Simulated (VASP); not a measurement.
# MgS (I4/mmm) in VASP: a series of runs

Runs on MgS. Level: PBE. Tasks: electric field gradients.

Program: VASP 6.6.1. These are calculated values, not measurements. Logs are shortened: lines on timing, memory, paths and dates and some standing lists are left out, and cuts for length are marked.

## (1) The cell of the first run

It takes space group I4/mmm (No. 139, tetragonal). Conventional cell: a = 3.569 Å, b = 3.569 Å, c = 5.203 Å, α = 90.00°, β = 90.00°, γ = 90.00°. Within 3.3 Å of Mg (site symmetry 4/mmm) lie 6 S at 2.52 to 2.60 Å. S (site symmetry 4/mmm) has 6 Mg at 2.52 to 2.60 Å within 3.3 Å.

## (2) Electric field gradients, PBE (equal xx and yy strain of -3 %)

INCAR reads:

```
PREC = Accurate
ENCUT = 520
EDIFF = 1E-8
ISMEAR = -1
SIGMA = 0.01
LREAL = F
LASPH = T
NELM = 60
ALGO = Normal
ISIF = 2
LWAVE = F
LCHARG = F
GGA = PE
LEFG = T
NBANDS = 11
```

KPOINTS reads:

```
regular mesh
0
Gamma
  8 8 8
```

POSCAR reads:

```
MgS
1.0
    0.0000000000      2.5236005000      2.6016500000
    2.5236005000      0.0000000000      2.6016500000
    2.5236005000      2.5236005000      0.0000000000
Mg S
1 1
Direct
    0.0000000000      0.0000000000      0.0000000000
    0.5000000000      0.5000000000      0.5000000000
```

Potentials or basis: VASP PAW PBE potentials, release 64 (Mg, S).

Launch:

```bash
cat potpaw_PBE.64/Mg/POTCAR potpaw_PBE.64/S/POTCAR > POTCAR
mpirun -np 1 vasp_std > vasp.out
```

OUTCAR:

```text
PREC = Accurate
   ENCUT = 520
   EDIFF = 1E-8
   ISMEAR = -1
   LREAL = F
   LASPH = T
   NELM = 60
   ISIF = 2
   GGA = PE

 ion  position               nearest neighbor table
   1  0.000  0.000  0.000-   2 2.52   2 2.52   2 2.52   2 2.52   2 2.60   2 2.60
   2  0.500  0.500  0.500-   1 2.52   1 2.52   1 2.52   1 2.52   1 2.60   1 2.60

  LATTYP: Found a body centered tetragonal cell.
 ALAT       =     3.5689100531
 C/A-ratio  =     1.4579521262

  Lattice vectors:

 A1 = (  -2.5236005000,   0.0000000000,   2.6016500000)
 A2 = (   2.5236005000,   0.0000000000,   2.6016500000)
 A3 = (   0.0000000000,   2.5236005000,  -2.6016500000)

Analysis of symmetry for initial positions (statically):
=====================================================================
 Subroutine PRICEL returns:
 Original cell was already a primitive cell.

 Routine SETGRP: Setting up the symmetry group for a
 body centered tetragonal supercell.

 Subroutine GETGRP returns: Found 16 space group operations
 (whereof 16 operations were pure point group operations)
 out of a pool of 16 trial point group operations.

The static configuration has the point symmetry D_4h.

Analysis of symmetry for dynamics (positions and initial velocities):
=====================================================================
 Subroutine PRICEL returns:
 Original cell was already a primitive cell.

 Routine SETGRP: Setting up the symmetry group for a
 body centered tetragonal supercell.

 Subroutine GETGRP returns: Found 16 space group operations
 (whereof 16 operations were pure point group operations)
 out of a pool of 16 trial point group operations.

The dynamic configuration has the point symmetry D_4h.

 Subroutine INISYM returns: Found 16 space group operations
 (whereof 16 operations are pure point group operations),
 and found     1 'primitive' translations

----------------------------------------------------------------------------------------

                                     Primitive cell

  volume of cell :      33.1375

  direct lattice vectors                    reciprocal lattice vectors
     0.000000000  2.523600500  2.601650000    -0.198129617  0.198129617  0.192185728
     2.523600500  0.000000000  2.601650000     0.198129617 -0.198129617  0.192185728
     2.523600500  2.523600500  0.000000000     0.198129617  0.198129617 -0.192185728

  length of vectors
     3.624519583  3.624519583  3.568910053     0.339773519  0.339773519  0.339773519

  position of ions in fractional coordinates (direct lattice)
     0.000000000  0.000000000  0.000000000
     0.500000000  0.500000000  0.500000000

  ion indices of the primitive-cell ions
   primitive index   ion index
                 1           1
                 2           2

----------------------------------------------------------------------------------------

 KPOINTS: regular mesh

Automatic generation of k-mesh.
 Grid dimensions read from file:
 generate k-points for:    8    8    8

 Generating k-lattice:

  Cartesian coordinates                     Fractional coordinates (reciprocal lattice)
    -0.024766202  0.024766202  0.024023216     0.125000000  0.000000000  0.000000000
     0.024766202 -0.024766202  0.024023216     0.000000000  0.125000000  0.000000000
     0.024766202  0.024766202 -0.024023216    -0.000000000 -0.000000000  0.125000000

  Length of vectors
     0.042471690  0.042471690  0.042471690

  Shift w.r.t. Gamma in fractional coordinates (k-lattice)
     0.000000000  0.000000000  0.000000000

 Subroutine IBZKPT returns following result:
 ===========================================

 Found     59 irreducible k-points:

 Following reciprocal coordinates:
            Coordinates               Weight
  0.000000  0.000000  0.000000      1.000000
  0.125000  0.000000  0.000000      8.000000
  0.250000  0.000000  0.000000      8.000000
  0.375000  0.000000  0.000000      8.000000
  0.500000  0.000000  0.000000      4.000000
  0.125000  0.125000  0.000000      2.000000
[... 16 lines left out ...]
  0.250000  0.000000  0.125000     16.000000
  0.375000  0.000000  0.125000     16.000000
 [... further k-points ...]
   k-points           NKPTS =     59   k-points in BZ     NKDIM =     59   number of bands    NBANDS=     11
   number of dos      NEDOS =    301   number of ions     NIONS =      2
   total plane-waves  NPLWV =  21952
   dimension x,y,z NGX =    28 NGY =   28 NGZ =   28
   dimension x,y,z NGXF=    56 NGYF=   56 NGZF=   56
   ions per type =               1   1
   NGX,Y,Z   is equivalent  to a cutoff of  12.84, 12.84, 13.04 a.u.
   NGXF,Y,Z  is equivalent  to a cutoff of  25.69, 25.69, 26.09 a.u.
 SYSTEM =  unknown system
   PREC   = accura    normal or accurate (medium, high low for compatibility)
   ISTART =      0    job   : 0-new  1-cont  2-samecut
   ICHARG =      2    charge: 1-file 2-atom 10-const
   ISPIN  =      1    spin polarized calculation?
   LNONCOLLINEAR =      F non collinear calculations
   LSORBIT =      F    spin-orbit coupling
   LASPH  =      T    aspherical Exc in radial PAW
   ENCUT  =  520.0 eV  38.22 Ry    6.18 a.u.   6.74  6.74  6.64*2*pi/ulx,y,z
   NELM   =     60;   NELMIN=  2; NELMDL= -5     # of ELM steps
   EDIFF  = 0.1E-07   stopping-criterion for ELM
   LREAL  =      F    real-space projection
   EDIFFG = 0.1E-06   stopping-criterion for IOM
   NSW    =      0    number of steps for IOM
   IBRION =     -1    ionic relax: 0-MD 1-quasi-New 2-CG
   NFREE  =      0    steps in history (QN), initial steepest desc. (CG)
   ISIF   =      2    stress and relaxation
   ISYM   =      2    0-nonsym 1-usesym 2-fastsym
   POTIM  = 0.5000    time-step for ionic-motion
   TEBEG  =    0.0;   TEEND  =   0.0 temperature during run
   PSTRESS=    0.0 pullay stress
   NELECT =       8.0000    total number of electrons
   NUPDOWN=      -1.0000    fix difference up-down
   EMIN   =  10.00;   EMAX   =-10.00  energy-range for DOS
   EFERMI =   0.00;   METHOD = LEGACY
   ISMEAR =    -1;   SIGMA  =   0.01  broadening in eV -4-tet -1-fermi 0-gaus
   EFERMI_NEDOS =   21; number of points for ismear=-14 and -15
   IALGO  =     38    algorithm
   IMIX   =      4    mixing-type and parameters
     AMIX     =   0.40;   BMIX     =  1.00
     AMIX_MAG =   1.60;   BMIX_MAG =  1.00
  volume/ion in A,a.u.               =      16.57       111.81
  Fermi-wavevector in a.u.,A,eV,Ry     =   1.019369  1.926328 14.137996  1.039113
  Thomas-Fermi vector in A             =   2.152879
   LORBIT       =      0    0 simple, 1 ext, 2 COOP (PROOUT), +10 PAW based schemes
   GGA     = PE    functional components
[... 5 lines left out ...]
 non-spin polarized calculation
  energy-cutoff  :      520.00
  volume of cell :       33.14
 maximum number of plane-waves:       909
   NGX = 13   NGY = 13   NGZ = 13

 number of electron       8.0000000 magnetization

 Free energy of the ion-electron system (eV)
  ---------------------------------------------------
  ext. energy  EPLUGINS =         0.00000000
  ---------------------------------------------------
  free energy    TOTEN  =        -8.44786598 eV

  energy without entropy =       -8.44786598  energy(sigma->0) =       -8.44786598

 E-fermi :   4.5479     XC(G=0):  -9.9408

 val. band max:        4.3659549190   @ k =   0.0000   0.0000   0.0000
 cond. band min:       7.1405405891   @ k =   0.5000   0.0000   0.5000
 fundamental gap:      2.7745856701
 Fermi energy:         4.5478927416

 k-point     1 :       0.0000    0.0000    0.0000
  band No.  band energies     occupation
      1      -8.7445      2.00000
      2       4.2438      2.00000
      3       4.2438      2.00000
      4       4.3660      2.00000
      5       8.4947      0.00000
      6      11.9805      0.00000
      7      12.3104      0.00000
      8      12.3104      0.00000
      9      14.4769      0.00000
     10      14.9166      0.00000
     11      16.9720      0.00000

 k-point     2 :       0.1250    0.0000    0.0000
  band No.  band energies     occupation
      1      -8.5784      2.00000
      2       3.1922      2.00000
      3       4.1458      2.00000
      4       4.1972      2.00000
      5       9.2607      0.00000
      6      11.9270      0.00000
      7      12.3570      0.00000
      8      12.6012      0.00000
      9      13.9453      0.00000
     10      14.2759      0.00000
     11      17.4021      0.00000
[... 295 lines left out ...]
 k-point    24 :       0.3750    0.0000    0.1250
  band No.  band energies     occupation
      1      -7.6218      2.00000
      2       0.2754      2.00000
      3       3.3015      2.00000
      4       3.3908      2.00000
      5       9.6570      0.00000
      6      11.1420      0.00000
      7      12.3752      0.00000
      8      12.8125      0.00000
      9      16.1069      0.00000
     10      17.3556      0.00000
     11      17.6534      0.00000

 [... further k-points ...]
[... 5 lines left out ...]
  --------------------------------------------------------------------------------------
  -------------------------------------------------------------------------------------
  Total        1.6239726      1.6239726      0.7440136      0.0000000      0.0000000      0.0000000
  in kB       78.5179946     78.5179946     35.9725610      0.0000000      0.0000000      0.0000000
  external PRESSURE =      64.3361834 kB  Pullay stress =       0.0000000 kB

 VOLUME and BASIS-vectors are now :
 -----------------------------------------------------------------------------
  energy-cutoff  :      520.00
  volume of cell :       33.14
      direct lattice vectors                 reciprocal lattice vectors
     0.000000000  2.523600500  2.601650000    -0.198129617  0.198129617  0.192185728
     2.523600500  0.000000000  2.601650000     0.198129617 -0.198129617  0.192185728
     2.523600500  2.523600500  0.000000000     0.198129617  0.198129617 -0.192185728

 POSITION                                       TOTAL-FORCE (eV/Angst)
 -----------------------------------------------------------------------------------
      0.00000      0.00000      0.00000        -0.000000      0.000000      0.000000
      2.52360      2.52360      2.60165         0.000000     -0.000000      0.000000
 -----------------------------------------------------------------------------------
    total drift:                                0.000000      0.000000      0.000000

  FREE ENERGIE OF THE ION-ELECTRON SYSTEM (eV)
  ---------------------------------------------------
  free  energy   TOTEN  =        -8.4478659815 eV

  energy  without entropy=       -8.4478659815  energy(sigma->0) =       -8.44786598

 Electric field gradients (V/A^2)
---------------------------------------------------------------------
 ion       V_xx      V_yy      V_zz      V_xy      V_xz      V_yz
---------------------------------------------------------------------
   1      -2.667    -2.667     5.334     0.000     0.000     0.000
   2      -1.720    -1.720     3.441    -0.000    -0.000    -0.000
---------------------------------------------------------------------

 Electric field gradients after diagonalization (V/A^2)
 (convention: |V_zz| > |V_xx| > |V_yy|)
----------------------------------------------------------------------
 ion       V_xx      V_yy      V_zz     asymmetry (V_yy - V_xx)/ V_zz
----------------------------------------------------------------------
   1      -2.667    -2.667     5.334       0.000
   2      -1.720    -1.720     3.441       0.000
----------------------------------------------------------------------

           NMR quadrupolar parameters

 Cq : quadrupolar parameter    Cq=e*Q*V_zz/h
 eta: asymmetry parameters     (V_yy - V_xx)/ V_zz
 Q  : nuclear electric quadrupole moment in mb (millibarn)
----------------------------------------------------------------------
 ion       Cq(MHz)       eta       Q (mb)
----------------------------------------------------------------------
   1       0.013       0.000       1.000
   2       0.008       0.000       1.000
----------------------------------------------------------------------
```

Run time: 12 s. Hardware: 1 thread of Intel Xeon 6975P-C (Granite Rapids), shared host; peak memory 0.16 GiB.

What came out:

| Quantity | Value |
| --- | --- |
| Free energy | -8.4479 eV |
| Pressure | 6.4 GPa |
| Band gap on the k mesh | 2.77 eV, indirect (least direct gap 4.13 eV) |

Levels at points of the mesh, in eV from the valence-band top:
```csv
k point,band 1,band 2,band 3,band 4,band 5,band 6,band 7,band 8,band 9
"(0.00, 0.00, 0.00)",-13.11,-0.12,-0.12,0.00,4.13,7.61,7.94,7.94,10.11
"(0.50, 0.00, 0.00)",-11.64,-5.24,-0.80,-0.69,4.54,6.75,7.07,10.71,12.43
"(0.50, 0.50, 0.00)",-11.31,-4.63,-1.80,-1.80,2.96,4.19,12.33,12.87,14.08
"(0.50, 0.00, 0.50)",-11.18,-4.59,-2.09,-1.82,2.77,4.09,12.63,12.92,13.43
```

Electric field gradients, principal values (V/Å²):
```
atom   least  middle  greatest (by size)
1 Mg  -2.667  -2.667               5.334
 2 S  -1.720  -1.720               3.441
```

Caveat: the cell differs from its parent crystal (equal xx and yy strain of -3 %); without QUAD_EFG the Cq values of the log hold for a quadrupole moment of 1 mb, not for the nuclei.

## (3) Electric field gradients, PBE (equal xx and yy strain of -3 %)

INCAR reads:

```
SYSTEM = MgS
PREC = Accurate
ENCUT = 520
EDIFF = 1E-8
ISMEAR = -1
SIGMA = 0.01
LREAL = .False.
LASPH = .True.
NELM = 80
ALGO = Normal
ISIF = 2
LWAVE = .False.
LCHARG = .False.
GGA = PE
LEFG = .True.
NBANDS = 11
```

KPOINTS reads:

```
Automatic mesh
0
Gamma
  8 8 8
  0 0 0
```

POSCAR is that of step 2.

Potentials or basis: VASP PAW PBE potentials, release 64 (Mg, S).

Launch:

```bash
cat potpaw_PBE.64/Mg/POTCAR potpaw_PBE.64/S/POTCAR > POTCAR
mpirun -np 1 vasp_std > vasp.out
```

OUTCAR:

```text
SYSTEM = MgS
   PREC = Accurate
   ENCUT = 520
   EDIFF = 1E-8
   ISMEAR = -1
   LREAL = .False.
   LASPH = .True.
   NELM = 80
   ISIF = 2
   GGA = PE

 ion  position               nearest neighbor table
   1  0.000  0.000  0.000-   2 2.52   2 2.52   2 2.52   2 2.52   2 2.60   2 2.60
   2  0.500  0.500  0.500-   1 2.52   1 2.52   1 2.52   1 2.52   1 2.60   1 2.60

  LATTYP: Found a body centered tetragonal cell.
 ALAT       =     3.5689100531
 C/A-ratio  =     1.4579521262

  Lattice vectors:

[... 549 lines left out ...]
  ---------------------------------------------------
  free  energy   TOTEN  =        -8.4478659815 eV

  energy  without entropy=       -8.4478659815  energy(sigma->0) =       -8.44786598

 Electric field gradients (V/A^2)
---------------------------------------------------------------------
 ion       V_xx      V_yy      V_zz      V_xy      V_xz      V_yz
---------------------------------------------------------------------
   1      -2.667    -2.667     5.334     0.000     0.000     0.000
   2      -1.720    -1.720     3.441    -0.000    -0.000    -0.000
---------------------------------------------------------------------

 Electric field gradients after diagonalization (V/A^2)
 (convention: |V_zz| > |V_xx| > |V_yy|)
----------------------------------------------------------------------
 ion       V_xx      V_yy      V_zz     asymmetry (V_yy - V_xx)/ V_zz
----------------------------------------------------------------------
   1      -2.667    -2.667     5.334       0.000
   2      -1.720    -1.720     3.441       0.000
----------------------------------------------------------------------

           NMR quadrupolar parameters

 Cq : quadrupolar parameter    Cq=e*Q*V_zz/h
 eta: asymmetry parameters     (V_yy - V_xx)/ V_zz
 Q  : nuclear electric quadrupole moment in mb (millibarn)
----------------------------------------------------------------------
 ion       Cq(MHz)       eta       Q (mb)
----------------------------------------------------------------------
   1       0.013       0.000       1.000
   2       0.008       0.000       1.000
----------------------------------------------------------------------
```

OSZICAR:

```text
N       E                     dE             d eps       ncg     rms          rms(c)
DAV:   1     0.231427123110E+02    0.23143E+02   -0.36182E+03  1338   0.595E+02
DAV:   2    -0.746853884346E+01   -0.30611E+02   -0.28970E+02  1663   0.104E+02
DAV:   3    -0.882577705108E+01   -0.13572E+01   -0.13554E+01  1612   0.230E+01
DAV:   4    -0.883338675138E+01   -0.76097E-02   -0.76091E-02  1595   0.208E+00
DAV:   5    -0.883344110449E+01   -0.54353E-04   -0.54353E-04  1607   0.168E-01    0.471E+00
DAV:   6    -0.848762736330E+01    0.34581E+00   -0.71252E-01  1472   0.342E+00    0.371E+00
DAV:   7    -0.844766342431E+01    0.39964E-01   -0.21802E-01  1537   0.206E+00    0.239E+00
DAV:   8    -0.844807627774E+01   -0.41285E-03   -0.13187E-02  1448   0.699E-01    0.102E+00
DAV:   9    -0.844785342283E+01    0.22285E-03   -0.66756E-04  1529   0.154E-01    0.335E-01
DAV:  10    -0.844786894765E+01   -0.15525E-04   -0.17658E-04  1499   0.623E-02    0.369E-02
DAV:  11    -0.844786609395E+01    0.28537E-05   -0.18256E-05  1541   0.192E-02    0.161E-02
DAV:  12    -0.844786604043E+01    0.53520E-07   -0.64903E-07  1591   0.500E-03    0.308E-03
DAV:  13    -0.844786600530E+01    0.35135E-07   -0.96873E-09  1570   0.601E-04    0.714E-04
DAV:  14    -0.844786596830E+01    0.36997E-07   -0.28484E-09   883   0.252E-04    0.595E-04
DAV:  15    -0.844786598025E+01   -0.11948E-07   -0.73218E-10   859   0.123E-04    0.974E-05
DAV:  16    -0.844786598149E+01   -0.12387E-08   -0.53792E-11   847   0.479E-05
   1 F= -.84478660E+01 E0= -.84478660E+01  d E =-.940738E-11
```

stdout:

```text
POSCAR found type information on POSCAR MgS
 POSCAR found :  2 types and       2 ions
 scaLAPACK will be used
 LDA part: xc-table for (Slater+PW92), standard interpolation
 POSCAR, INCAR and KPOINTS ok, starting setup
 FFT: planning ... GRIDC
 FFT: planning ... GRID_SOFT
 FFT: planning ... GRID
 WAVECAR not read
 entering main loop
ion   1

ion   2
```

Wall time 11 s (1 thread of Intel Xeon 6975P-C (Granite Rapids), shared host); peak memory 0.17 GiB.

Results:

```yaml
Free_energy: -8.4479 eV
Pressure: 6.4 GPa
Band_gap_on_the_k_mesh: 2.77 eV, indirect (least direct gap 4.13 eV)
```

Electric field gradients, principal values (V/Å²):
```tsv
atom	least	middle	greatest (by size)
1 Mg	-2.667	-2.667	5.334
2 S	-1.720	-1.720	3.441
```

Caveat: the cell differs from its parent crystal (equal xx and yy strain of -3 %); without QUAD_EFG the Cq values of the log hold for a quadrupole moment of 1 mb, not for the nuclei. A k mesh can miss the band edges.

[end of part 1 of 2]
